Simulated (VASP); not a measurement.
Here is a VASP 6.6.1 calculation.

Contents of INCAR:

```
PREC = Accurate
ENCUT = 600
EDIFF = 1E-6
ISMEAR = -1
SIGMA = 0.08
LREAL = False
LASPH = True
NELM = 100
ALGO = Normal
ISIF = 3
LWAVE = False
LCHARG = False
GGA = PE
IBRION = 2
NSW = 32
EDIFFG = -0.005
PSTRESS = 1000.0
```

File KPOINTS:

```
regular mesh
0
Gamma
  15 15 8
```

Contents of POSCAR:

```
Sb
1.0
    2.8954192075      0.0000000000      0.0000000000
   -1.4477096037      2.5075065883      0.0000000000
    0.0000000000      0.0000000000      4.5024710161
Sb
2
Direct
    0.3333333333      0.6666666667      0.2500000000
    0.6666666667      0.3333333333      0.7500000000
```

Potentials or basis: VASP PAW PBE potentials, release 64 (Sb).

The run is started by

```sh
$ cat potpaw_PBE.64/Sb/POTCAR > POTCAR
$ mpirun -np 1 vasp_std > vasp.out
```

(1) Estimate the relaxed volume.

(2) Estimate the band gap on the k mesh.

Answers

(1) 16.40 Å³/atom.

(2) zero (band 5 reaches 23.74 eV, above the bottom of band 6 at 10.95 eV).

Caveat: the cell is relaxed towards a set pressure, so the enthalpy falls and the energy may rise; spin-orbit coupling is left out, which moves the levels of the heavy elements.
